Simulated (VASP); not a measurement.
The system is GaN.

```
CELL_PARAMETERS angstrom
0.00000 2.25350 2.25350
2.25350 0.00000 2.25350
2.25350 2.25350 0.00000
ATOMIC_POSITIONS crystal
Ga 0.00000 0.00000 0.00000
N 0.25000 0.25000 0.25000
```

Base run:

| Property | Result |
| --- | --- |
| Program | VASP 6.6.1 |
| Functional | PBE |
| Potentials or basis | VASP PAW PBE potentials, release 64 (Ga_d, N) |
| Cutoff | 600 eV |
| k mesh | 8 × 8 × 8 |
| Occupations | gaussian, width 0.01 eV |
| Spin | no spin polarisation |

Its results: band gap on the k mesh 1.72 eV; pressure 4.9 GPa.

**Question.** The run is repeated on the same cell with these changes: functional from PBE to r2SCAN; cutoff from 600 eV to 660 eV. What comes out?

**Answer.** Band gap on the k mesh 2.12 eV; pressure -0.1 GPa.

Caveats: the cell stands under pressure (at least some runs); the PAW data sets were made with another functional, which shifts forces and pressure a little (at least some runs).

